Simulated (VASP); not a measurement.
Wanted: the native input for a VASP 6.6.1 run.

```yaml
Task: single point
Functional: r2SCAN
Potentials_or_basis: VASP PAW PBE potentials, release 64 (Be, S)
Cutoff: 520 eV
k_mesh: 10 × 10 × 10
Occupations: gaussian, width 0.01 eV
Spin: no spin polarisation
Dipole_correction: no
Further_INCAR_settings: ALGO = Normal; EDIFF = 1e-06; NBANDS = 11
```

Crystal: BeS.

```
CELL_PARAMETERS angstrom
0.00000 2.45865 2.41526
2.45865 0.00000 2.41526
2.45865 2.45865 0.00000
ATOMIC_POSITIONS crystal
Be 0.00000 0.00000 0.00000
S 0.25000 0.25000 0.25000
```

This cell differs from its parent crystal: epitaxial xy strain +1.0%.

These files were run (other wordings do the same):

POSCAR

```
BeS
1.0
    0.0000000000      2.4586492927      2.4152593665
    2.4586492927      0.0000000000      2.4152593665
    2.4586492927      2.4586492927      0.0000000000
Be S
1 1
Direct
    0.0000000000      0.0000000000      0.0000000000
    0.2500000000      0.2500000000      0.2500000000
```

INCAR.step1

```
SYSTEM = BeS
PREC = Accurate
ENCUT = 520
ISMEAR = 0
SIGMA = 0.01
LREAL = .FALSE.
LASPH = .TRUE.
NELM = 80
NBANDS = 11
GGA = PE
ALGO = Normal
EDIFF = 1E-4
LWAVE = .TRUE.
LCHARG = .FALSE.
```

INCAR.step2

```
SYSTEM = BeS
PREC = Accurate
ENCUT = 520
EDIFF = 1E-6
ISMEAR = 0
SIGMA = 0.01
LREAL = .FALSE.
LASPH = .TRUE.
NELM = 80
ALGO = Normal
ISIF = 2
LWAVE = .FALSE.
LCHARG = .FALSE.
METAGGA = R2SCAN
LMIXTAU = .TRUE.
NBANDS = 11
ISTART = 1
```

KPOINTS

```
regular mesh
0
G
  10 10 10
  0 0 0
```

Potentials or basis: VASP PAW PBE potentials, release 64 (Be, S).

Command:

```bash
$ cat potpaw_PBE.64/Be/POTCAR potpaw_PBE.64/S/POTCAR > POTCAR
$ cp INCAR.step1 INCAR
$ mpirun -np 1 vasp_std > vasp.out
$ cp INCAR.step2 INCAR
$ mpirun -np 1 vasp_std > vasp.out
```

Results of the run:

```
Pressure               : -0.9 GPa
Band gap on the k mesh : 3.47 eV, indirect (least direct gap 6.20 eV)
```

Caveat: the cell differs from its parent crystal (epitaxial xy strain +1.0%); the PAW data sets were made with another functional, which shifts forces and pressure a little.

It took 78 s on 1 thread of Intel(R) Xeon(R) Platinum 8559C (Emerald Rapids) (shared host), peak memory 0.17 GiB.
